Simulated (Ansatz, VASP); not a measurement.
C: VASP beside Ansatz

```xyz
2
Lattice="0.0000 1.6825 1.8981 1.6825 0.0000 1.8981 1.6825 1.6825 0.0000" Properties=species:S:1:pos:R:3 pbc="T T T"
C     1.6825    1.6825    1.8981
C     2.5237    2.5237    2.8472
```

Alike in both runs: task single point; functional LDA; k mesh 12 × 12 × 12; occupations gaussian, width 0.05 eV; no spin polarisation.

|  | VASP | Ansatz |
| --- | --- | --- |
| version | VASP 6.6.1 | Ansatz 0.2.0 |
| potentials or method | VASP PAW LDA potentials, release 64 (C_h), cutoff 910 eV | scalar-relativistic, plane waves, PAW |
| valence electrons in the cell | 8 | 8 |

Ansatz gave:

- gap on the k mesh at the Fermi level (eV): 2.72
- least direct gap on the mesh (eV): 4.62

Task: Estimate VASP's values.

Result: gap on the k mesh at the Fermi level (eV): 2.71; least direct gap on the mesh (eV): 4.62.

Ansatz warns that its potentials were made for another functional, while VASP's fit it. LDA's correlation is that of Perdew and Zunger in VASP and of Perdew and Wang (1992) in Ansatz.

Noted on VASP's run: the cutoff is short for stress, so the pressure is rough.
